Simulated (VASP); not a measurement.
# FePt (Tetraferroplatinum) (P4/mmm) in VASP: single point with r2SCAN

Aim: the single point of FePt (Tetraferroplatinum) with r2SCAN.

Program: VASP 6.6.1. These are calculated values, not measurements. Logs are shortened: lines on timing, memory, paths and dates and some standing lists are left out, and cuts for length are marked.

## 1. The cell of the first run

The structure is tetragonal, space group P4/mmm (No. 123). Conventional cell: a = 2.732 Å, b = 2.732 Å, c = 3.726 Å, α = 90.00°, β = 90.00°, γ = 90.00°. Fe (site symmetry 4/mmm) has 8 Pt at 2.68 Å and 4 Fe at 2.73 Å within 3.5 Å. Within 3.5 Å of Pt (site symmetry 4/mmm) lie 8 Fe at 2.68 Å and 4 Pt at 2.73 Å.

## 2. Single point, r2SCAN

File POSCAR:

```
FePt
1.0
    2.7318475101      0.0000000000      0.0000000000
    0.0000000000      2.7318475101      0.0000000000
    0.0000000000      0.0000000000      3.7261669364
Fe Pt
1 1
Direct
    0.0000000000      0.0000000000      0.0000000000
    0.5000000000      0.5000000000      0.5000000000
```

File INCAR.step1:

```
PREC = Accurate
ENCUT = 520
ISMEAR = 0
SIGMA = 0.05
LREAL = F
LASPH = T
NELM = 60
NBANDS = 16
GGA = PE
ALGO = Normal
EDIFF = 1E-4
LWAVE = T
LCHARG = F
```

File INCAR.step2:

```
PREC = Accurate
ENCUT = 520
EDIFF = 1E-7
ISMEAR = 0
SIGMA = 0.05
LREAL = F
LASPH = T
NELM = 60
ALGO = Normal
ISIF = 2
LWAVE = F
LCHARG = T
METAGGA = R2SCAN
LMIXTAU = T
LELF = T
LVHAR = T
NBANDS = 16
ISTART = 1
```

File KPOINTS:

```
Automatic mesh
0
Gamma
  16 16 12
```

Potentials or basis: VASP PAW PBE potentials, release 64 (Fe, Pt).

Run with:

```console
$ cat potpaw_PBE.64/Fe/POTCAR potpaw_PBE.64/Pt/POTCAR > POTCAR
$ cp INCAR.step1 INCAR
$ mpirun -np 1 vasp_std > vasp.out
$ cp INCAR.step2 INCAR
$ mpirun -np 1 vasp_std > vasp.out
```

OUTCAR:

```text
PREC = Accurate
   ENCUT = 520
   EDIFF = 1E-7
   ISMEAR = 0
   LREAL = F
   LASPH = T
   NELM = 60
   ISIF = 2
   METAGGA = R2SCAN
   ISTART = 1

 ion  position               nearest neighbor table
   1  0.000  0.000  0.000-   2 2.68   2 2.68   2 2.68   2 2.68   2 2.68   2 2.68   2 2.68   2 2.68

   2  0.500  0.500  0.500-   1 2.68   1 2.68   1 2.68   1 2.68   1 2.68   1 2.68   1 2.68   1 2.68

  LATTYP: Found a simple tetragonal cell.
 ALAT       =     2.7318475101
 C/A-ratio  =     1.3639732535

  Lattice vectors:

 A1 = (   2.7318475101,   0.0000000000,   0.0000000000)
 A2 = (   0.0000000000,   2.7318475101,   0.0000000000)
 A3 = (   0.0000000000,   0.0000000000,   3.7261669364)

Analysis of symmetry for initial positions (statically):
=====================================================================
 Subroutine PRICEL returns:
 Original cell was already a primitive cell.

 Routine SETGRP: Setting up the symmetry group for a
 simple tetragonal supercell.

 Subroutine GETGRP returns: Found 16 space group operations
 (whereof 16 operations were pure point group operations)
 out of a pool of 16 trial point group operations.

The static configuration has the point symmetry D_4h.

Analysis of symmetry for dynamics (positions and initial velocities):
=====================================================================
 Subroutine PRICEL returns:
 Original cell was already a primitive cell.

 Routine SETGRP: Setting up the symmetry group for a
 simple tetragonal supercell.

 Subroutine GETGRP returns: Found 16 space group operations
 (whereof 16 operations were pure point group operations)
 out of a pool of 16 trial point group operations.

The dynamic configuration has the point symmetry D_4h.

 Subroutine INISYM returns: Found 16 space group operations
 (whereof 16 operations are pure point group operations),
 and found     1 'primitive' translations

----------------------------------------------------------------------------------------

                                     Primitive cell

  volume of cell :      27.8083

  direct lattice vectors                    reciprocal lattice vectors
     2.731847510  0.000000000  0.000000000     0.366052643  0.000000000  0.000000000
     0.000000000  2.731847510  0.000000000     0.000000000  0.366052643  0.000000000
     0.000000000  0.000000000  3.726166936     0.000000000  0.000000000  0.268372302

  length of vectors
     2.731847510  2.731847510  3.726166936     0.366052643  0.366052643  0.268372302

  position of ions in fractional coordinates (direct lattice)
[... 79 lines left out ...]
   EDIFF  = 0.1E-06   stopping-criterion for ELM
   LREAL  =      F    real-space projection
   EDIFFG = 0.1E-05   stopping-criterion for IOM
   NSW    =      0    number of steps for IOM
   IBRION =     -1    ionic relax: 0-MD 1-quasi-New 2-CG
   NFREE  =      0    steps in history (QN), initial steepest desc. (CG)
   ISIF   =      2    stress and relaxation
   ISYM   =      2    0-nonsym 1-usesym 2-fastsym
   POTIM  = 0.5000    time-step for ionic-motion
   TEBEG  =    0.0;   TEEND  =   0.0 temperature during run
   PSTRESS=    0.0 pullay stress
   NELECT =      18.0000    total number of electrons
   NUPDOWN=      -1.0000    fix difference up-down
   EMIN   =  10.00;   EMAX   =-10.00  energy-range for DOS
   EFERMI =   0.00;   METHOD = LEGACY
   ISMEAR =     0;   SIGMA  =   0.05  broadening in eV -4-tet -1-fermi 0-gaus
   EFERMI_NEDOS =   21; number of points for ismear=-14 and -15
   IALGO  =     38    algorithm
   IMIX   =      4    mixing-type and parameters
     AMIX     =   0.40;   BMIX     =  1.00
     AMIX_MAG =   1.60;   BMIX_MAG =  1.00
  volume/ion in A,a.u.               =      13.90        93.83
  Fermi-wavevector in a.u.,A,eV,Ry     =   1.416143  2.676123 27.285972  2.005462
  Thomas-Fermi vector in A             =   2.537509
   LORBIT       =      0    0 simple, 1 ext, 2 COOP (PROOUT), +10 PAW based schemes
   METAGGA = R2SCAN    functional components
   LHFCALC =     F    Hartree Fock is set to
   AEXX    =    0.0000 exact exchange contribution
   IVDW    =     0    specifies the selected vdW correction
   LEPSILON=     F    determine dielectric tensor
   LRPA    =     F    only Hartree local field effects (RPA)
 non-spin polarized calculation
 Gauss-broadening in eV      SIGMA  =   0.05
  energy-cutoff  :      520.00
  volume of cell :       27.81
 maximum number of plane-waves:       772
   NGX = 11   NGY = 11   NGZ = 13

 number of electron      17.9999996 magnetization

 Free energy of the ion-electron system (eV)
  ---------------------------------------------------
  ext. energy  EPLUGINS =         0.00000000
  ---------------------------------------------------
  free energy    TOTEN  =       -64.89754264 eV

  energy without entropy =      -64.89246692  energy(sigma->0) =      -64.89500478

 E-fermi :   8.2474     XC(G=0): -14.1474

 val. band max:        8.2428398069   @ k =   0.0000   0.0000   0.2500
 cond. band min:       8.2473725112   @ k =   0.3750   0.0625   0.3333
 fundamental gap:      0.0045327043
 Fermi energy:         8.2473587221

 k-point     1 :       0.0000    0.0000    0.0000
  band No.  band energies     occupation
      1      -1.4839      2.00000
      2       1.9208      2.00000
      3       2.0205      2.00000
      4       5.3225      2.00000
      5       5.3225      2.00000
      6       6.6202      2.00000
[... 433 lines left out ...]
      3       3.6175      2.00000
      4       3.6323      2.00000
      5       5.0472      2.00000
      6       5.7579      2.00000
[... 8 lines left out ...]
     15      21.3284      0.00000
     16      22.2639      0.00000

 [... further k-points ...]

------------------------ aborting loop because EDIFF is reached ----------------------------------------

  FORCE on cell =-STRESS in cart. coord.  units (eV):
  Direction    XX          YY          ZZ          XY          YZ          ZX
  --------------------------------------------------------------------------------------
  -------------------------------------------------------------------------------------
  Total       -3.7858414     -3.7858414     -3.0562754      0.0000000      0.0000000      0.0000000
  in kB     -218.1211550   -218.1211550   -176.0872292      0.0000000      0.0000000      0.0000000
  external PRESSURE =    -204.1098464 kB  Pullay stress =       0.0000000 kB

 VOLUME and BASIS-vectors are now :
 -----------------------------------------------------------------------------
  energy-cutoff  :      520.00
  volume of cell :       27.81
      direct lattice vectors                 reciprocal lattice vectors
     2.731847510  0.000000000  0.000000000     0.366052643  0.000000000  0.000000000
     0.000000000  2.731847510  0.000000000     0.000000000  0.366052643  0.000000000
     0.000000000  0.000000000  3.726166936     0.000000000  0.000000000  0.268372302

 POSITION                                       TOTAL-FORCE (eV/Angst)
 -----------------------------------------------------------------------------------
      0.00000      0.00000      0.00000         0.000000      0.000000      0.000000
      1.36592      1.36592      1.86308         0.000000      0.000000      0.000000
 -----------------------------------------------------------------------------------
    total drift:                               -0.000000      0.000000      0.000000

  FREE ENERGIE OF THE ION-ELECTRON SYSTEM (eV)
  ---------------------------------------------------
  free  energy   TOTEN  =       -64.8975426447 eV

  energy  without entropy=      -64.8924669209  energy(sigma->0) =      -64.89500478
```

OUTCAR.step1:

```text
PREC = Accurate
   ENCUT = 520
   ISMEAR = 0
   LREAL = F
   LASPH = T
[... 678 lines left out ...]
 -----------------------------------------------------------------------------------
      0.00000      0.00000      0.00000         0.000000      0.000000      0.000000
      1.36592      1.36592      1.86308         0.000000      0.000000      0.000000
 -----------------------------------------------------------------------------------
    total drift:                               -0.000000      0.000000      0.000000

  FREE ENERGIE OF THE ION-ELECTRON SYSTEM (eV)
  ---------------------------------------------------
  free  energy   TOTEN  =       -14.0394060056 eV

  energy  without entropy=      -14.0338475080  energy(sigma->0) =      -14.03662676
```

OSZICAR.step1:

```text
N       E                     dE             d eps       ncg     rms          rms(c)
DAV:   1     0.885079698506E+02    0.88508E+02   -0.89134E+03 10432   0.128E+03
DAV:   2    -0.131239318414E+02   -0.10163E+03   -0.91271E+02 10384   0.241E+02
DAV:   3    -0.158742250627E+02   -0.27503E+01   -0.26694E+01 13072   0.476E+01
DAV:   4    -0.159038675117E+02   -0.29642E-01   -0.29627E-01 11512   0.419E+00
DAV:   5    -0.159047012899E+02   -0.83378E-03   -0.83376E-03 13768   0.798E-01    0.151E+01
DAV:   6    -0.177565536650E+02   -0.18519E+01   -0.14448E+01 10696   0.742E+01    0.236E+01
DAV:   7    -0.143240225050E+02    0.34325E+01   -0.12721E+01 12864   0.800E+01    0.793E+00
DAV:   8    -0.140764251767E+02    0.24760E+00   -0.40562E-01 13232   0.969E+00    0.233E+00
DAV:   9    -0.140409571917E+02    0.35468E-01   -0.35128E-02 15008   0.372E+00    0.377E-01
DAV:  10    -0.140396188543E+02    0.13383E-02   -0.15865E-03 11168   0.414E-01    0.190E-01
DAV:  11    -0.140394012372E+02    0.21762E-03   -0.24601E-04 10472   0.228E-01    0.663E-02
DAV:  12    -0.140394060056E+02   -0.47684E-05   -0.51118E-05  5488   0.787E-02
   1 F= -.14039406E+02 E0= -.14036627E+02  d E =-.555850E-02
```

Wall time 3.8 min (1 thread of Intel Xeon Platinum 8559C (Emerald Rapids), shared host); peak memory 0.27 GiB.

What came out:

- Free energy: -64.8975 eV
- Pressure: -20.4 GPa
- Band gap on the k mesh: zero (band 9 reaches 9.12 eV, above the bottom of band 10 at 7.72 eV)

Caveat: the PAW data sets were made with another functional, which shifts forces and pressure a little; spin-orbit coupling is left out, which moves the levels of the heavy elements.
